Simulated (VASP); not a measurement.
A run of VASP 6.6.1 is set up as follows.

File INCAR:

```
SYSTEM = FeO
PREC = Accurate
ENCUT = 520
EDIFF = 1E-6
ISMEAR = 0
SIGMA = 0.05
LREAL = .False.
LASPH = .True.
NELM = 150
ALGO = Normal
ISIF = 2
LWAVE = .False.
LCHARG = .False.
ISPIN = 2
MAGMOM = 3.79 3.79 3.79 3.79 3.79 0.35 0.35 0.35 0.35 0.35
LORBIT = 11
LMAXMIX = 4
GGA = PE
NBANDS = 50
```

The input KPOINTS:

```
regular mesh
0
Gamma
  1 1 8
  0 0 0
```

Contents of POSCAR:

```
FeO
1.0
   13.3000000000      0.0000000000      0.0000000000
    0.0000000000     13.6000000000      0.0000000000
    0.0000000000      0.0000000000      3.7172795727
Fe O
5 5
Direct
    0.5000000000      0.5000000000      0.0000000000
    0.5000000000      0.3462512854      0.5000000000
    0.5000000000      0.6537487146      0.5000000000
    0.3427822622      0.5000000000      0.5000000000
    0.6572177378      0.5000000000      0.5000000000
    0.3341933070      0.5000000000      0.0000000000
    0.6658066930      0.5000000000      0.0000000000
    0.5000000000      0.5000000000      0.5000000000
    0.5000000000      0.3378563573      0.0000000000
    0.5000000000      0.6621436427      0.0000000000
```

Potentials or basis: VASP PAW PBE potentials, release 64 (Fe, O).

Command:

```sh
$ cat potpaw_PBE.64/Fe/POTCAR potpaw_PBE.64/O/POTCAR > POTCAR
$ mpirun -np 1 vasp_std > vasp.out
```

(1) Estimate the largest force.

(2) Estimate the net moment.

## Answers

(1) 0.024 eV/Å.

(2) 19.43 μB per cell.

Caveat: only a ferromagnetic start was run, and an antiferromagnetic order may lie lower in energy.
